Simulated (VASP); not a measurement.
Input of a VASP 6.6.1 run:

INCAR

```
ALGO     = Normal         # electronic algorithm
EDIFF    = 1E-6           # SCF threshold, eV
ENCUT    = 500            # plane-wave cutoff, eV
GGA_COMPAT= F            
ISIF     = 2              # what is computed and relaxed
ISMEAR   = -1             # smearing method
LASPH    = T              # aspherical terms in the spheres
LCHARG   = F              # write CHGCAR
LREAL    = F              # projectors in reciprocal space
LWAVE    = F              # write WAVECAR
NBANDS   = 11             # bands
NELM     = 120            # most SCF steps
PREC     = Accurate       # precision mode
SIGMA    = 0.08           # smearing width, eV
```

Contents of KPOINTS:

```
k-points
0
Gamma
  15 15 15
```

The input POSCAR:

```
BP
1.0
    0.0000000000      1.8394100818      1.8394100818
    1.8394100818      0.0000000000      1.8394100818
    1.8394100818      1.8394100818      0.0000000000
B P
1 1
Direct
    0.0000000000      0.0000000000      0.0000000000
    0.2500000000      0.2500000000      0.2500000000
```

Potentials or basis: VASP PAW LDA potentials, release 64 (B, P).

Command:

```bash
$ cat potpaw_LDA.64/B/POTCAR potpaw_LDA.64/P/POTCAR > POTCAR
$ mpirun -np 1 vasp_std > vasp.out
```

(1) Predict the pressure.

(2) What does it give for the band gap on the k mesh?

Results:

(1) 305.7 GPa.

(2) 0.14 eV, indirect (least direct gap 5.40 eV).
